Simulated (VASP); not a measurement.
Here is a VASP 6.6.1 calculation.

The input INCAR:

```
PREC = Accurate
ENCUT = 520
EDIFF = 1E-6
ISMEAR = 0
SIGMA = 0.05
LREAL = F
LASPH = T
NELM = 60
ALGO = Normal
ISIF = 2
LWAVE = F
LCHARG = F
LDIPOL = T
IDIPOL = 3
DIPOL = 0.5 0.5 0.404
GGA = PE
IVDW = 12
NBANDS = 25
```

Contents of KPOINTS:

```
Automatic mesh
0
Gamma
  9 9 1
```

Contents of POSCAR:

```
MgI2
1.0
    4.1311066128      0.0000000000      0.0000000000
   -2.0655533064      3.5776432724      0.0000000000
    0.0000000000      0.0000000000     24.2265084657
I Mg
4 2
Direct
    0.3333333333      0.6666666667      0.1857469477
    0.6666666667      0.3333333333      0.3245723272
    1.3333333333      0.6666666667      0.4826636182
    1.6666666667      0.3333333333      0.6214889978
    0.0000000000      0.0000000000      0.2551596374
    1.0000000000      0.0000000000      0.5520763080
```

Potentials or basis: VASP PAW PBE potentials, release 64 (I, Mg).

Launch:

```console
$ cat potpaw_PBE.64/I/POTCAR potpaw_PBE.64/Mg/POTCAR > POTCAR
$ mpirun -np 1 vasp_std > vasp.out
```

(1) Predict the dispersion energy per atom.

(2) Estimate the largest force.

Results:

(1) -0.266 eV.

(2) 0.037 eV/Å.
